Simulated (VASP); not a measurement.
# NaH: single point with PBE

NaH:

```
Na H
1.0
     2.93239    0.00000    0.00000
     0.00000    2.93239    0.00000
     0.00000    0.00000    2.93239
Na H
1 1
Direct
  0.00000 0.00000 0.00000
  0.50000 0.50000 0.50000
```

| Quantity | Value |
| --- | --- |
| Program | VASP 6.6.1 |
| Task | single point |
| Functional | PBE |
| Potentials or basis | VASP PAW PBE potentials, release 64 (Na_pv, H) |
| Cutoff | 520 eV |
| k mesh | 6 × 6 × 6 |
| Occupations | gaussian, width 0.01 eV |
| Spin | no spin polarisation |
| Dipole correction | no |
| Further INCAR settings | ALGO = Normal; EDIFF = 1e-06; NBANDS = 11 |

| Item | Value |
| --- | --- |
| Pressure | 0.8 GPa |
| Band gap on the k mesh | 1.03 eV (least direct gap 4.50 eV) |

Levels at points of the mesh, in eV from the valence-band top:
```
           k point  band 1  band 2  band 3  band 4  band 5  band 6  band 7  band 8  band 9
(0.00, 0.00, 0.00)  -24.57  -24.57  -24.57   -6.03    8.84   11.05   11.05   12.66   12.66
(0.50, 0.00, 0.00)  -24.76  -24.55  -24.55   -3.47    1.03   11.08   14.34   14.68   14.68
(0.50, 0.50, 0.00)  -24.73  -24.73  -24.54   -1.78    4.31    4.31    6.93   14.89   18.81
(0.50, 0.50, 0.50)  -24.70  -24.70  -24.70    0.00    6.93    6.93    6.93    9.27    9.27
```

Run time: 6.3 s on 1 thread of Intel Xeon 8259CL, with other jobs on the host, peak memory 0.13 GiB.

Caveat: the structure was generated, so it needn't be the stable form of NaH. A k mesh can miss the band edges.
